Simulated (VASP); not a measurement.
Crystal: CdF2 (fluorite type).

```
Cd F
1.0
     0.00000    2.55533    2.55533
     2.55533    0.00000    2.55533
     2.55533    2.55533    0.00000
Cd F
1 2
Direct
  0.00000 0.00000 0.00000
  0.25000 0.25000 0.25000
  0.75000 0.75000 0.75000
```

- Program: VASP 6.6.1
- Task: relaxation of cell and atoms
- Functional: PBE
- Potentials or basis: VASP PAW PBE potentials, release 64 (Cd, F)
- Cutoff: 600 eV
- k mesh: 11 × 11 × 11
- Occupations: fermi-dirac, width 0.05 eV
- Spin: no spin polarisation

At the start: pressure 34.2 GPa; volume 11.12 Å³/atom.

**Question.** Where does the relaxation end?

**Answer.** Over 5 steps the energy falls by 232.5 meV/atom and the volume is 13.80 Å³/atom (+24.0 %); space group Fm-3m (No. 225, to 0.1 Å) before and after.

The path:
```tsv
step	energy change (eV)	largest force (eV/Å)	pressure (GPa)	volume (Å³)
1	0.0000	0.0000	34.23	33.37
2	-0.5570	0.0000	-8.57	46.21
3	-0.6974	0.0000	0.29	41.28
4	-0.6975	0.0000	-0.12	41.44
5	-0.6975	0.0000	0.02	41.39
```

Final structure:
```
CELL_PARAMETERS angstrom
0.00000 2.74544 2.74544
2.74544 0.00000 2.74544
2.74544 2.74544 0.00000
ATOMIC_POSITIONS crystal
Cd 0.00000 0.00000 0.00000
F 0.25000 0.25000 0.25000
F 0.75000 0.75000 0.75000
```

Caveat: the volume moved by over 15 % at a fixed basis, so the end points are rough.
